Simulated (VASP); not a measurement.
A run of VASP 6.6.1 is set up as follows.

Contents of INCAR:

```
ALGO     = Normal         # electronic algorithm
EDIFF    = 1E-7           # SCF threshold, eV
ENCUT    = 520            # plane-wave cutoff, eV
GGA      = PE             # functional
ISIF     = 2              # what is computed and relaxed
ISMEAR   = -1             # smearing method
ISPIN    = 2              # spin polarisation
LASPH    = True           # aspherical terms in the spheres
LCHARG   = True           # write CHGCAR
LELF     = True           # ELF
LMAXMIX  = 4              # l up to which the mixer works
LORBIT   = 11             # projections on sites
LREAL    = False          # projectors in reciprocal space
LVHAR    = True         
LWAVE    = False          # write WAVECAR
MAGMOM   = 1 1            # initial moments
NBANDS   = 21             # bands
NELM     = 150            # most SCF steps
PREC     = Accurate       # precision mode
SIGMA    = 0.1            # smearing width, eV
```

File KPOINTS:

```
k-points
0
Gamma
  16 16 12
```

POSCAR

```
Ni
1.0
    1.7602627090      1.7602627090      0.0000000000
   -1.7602627090      1.7602627090      0.0000000000
    0.0000000000      0.0000000000      3.5205254179
Ni
2
Direct
    0.0000000000      0.0000000000      0.0000000000
    0.5000000000      0.5000000000      0.5000000000
```

Potentials or basis: VASP PAW PBE potentials, release 64 (Ni).

Command:

```bash
$ cat potpaw_PBE.64/Ni/POTCAR > POTCAR
$ mpirun -np 1 vasp_std > vasp.out
```

(1) Predict the net moment.

(2) What does it give for the pressure?

(3) Estimate the site moments.

Answers

(1) 1.22 μB per cell.

(2) -0.1 GPa.

(3) Ni +0.62 μB.
